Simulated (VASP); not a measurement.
Set up this calculation in VASP 6.6.1, as the native input.

```
Task                   : single point
Functional             : LDA
Potentials or basis    : VASP PAW LDA potentials, release 64 (Sn_d, S)
Cutoff                 : 500 eV
k mesh                 : 5 × 5 × 3
Occupations            : gaussian, width 0.01 eV
Spin                   : no spin polarisation
Dipole correction      : no
Further INCAR settings : ALGO = Normal; EDIFF = 1e-06; NBANDS = 20
```

The structure of SnS2 lies in POSCAR:

```
SnS2
1.0
    3.6631000401      0.0000000000      0.0000000000
   -1.8315500200      3.1723372440      0.0000000000
    0.0000000000      0.0000000000      5.9068620597
Sn S
1 2
Direct
    0.0000000000      0.0000000000      0.0000000000
    0.3333333333      0.6666666667      0.2500000000
    0.6666666667      0.3333333333      0.7500000000
```

One way to write it, as run:

INCAR

```
SYSTEM = SnS2
PREC = Accurate ; ENCUT = 500
EDIFF = 1E-6 ; ISMEAR = 0
SIGMA = 0.01 ; LREAL = .FALSE.
LASPH = .TRUE. ; NELM = 120
ALGO = Normal ; ISIF = 2
LWAVE = .FALSE. ; LCHARG = .FALSE.
GGA = CA ; NBANDS = 20
GGA_COMPAT = .FALSE.
```

KPOINTS

```
regular mesh
0
G
  5 5 3
  0 0 0
```

Potentials or basis: VASP PAW LDA potentials, release 64 (Sn_d, S).

The run is started by

```bash
$ cat potpaw_LDA.64/Sn_d/POTCAR potpaw_LDA.64/S/POTCAR > POTCAR
$ mpirun -np 1 vasp_std > vasp.out
```

It gave:

```json
{"Pressure": "-2.2 GPa", "Largest force": "0.215 eV/Å", "Band gap on the k mesh": "1.26 eV (least direct gap 1.65 eV)"}
```

Caveat: spin-orbit coupling is left out, which moves the levels of the heavy elements; an odd mesh through Γ misses points on the zone boundary, where band edges can lie.

Wall time 10 s on 1 thread of Intel(R) Xeon(R) Platinum 8259CL CPU @ 2.50GHz (Skylake/Cascade Lake), with other jobs on the host, peak memory 0.16 GiB.
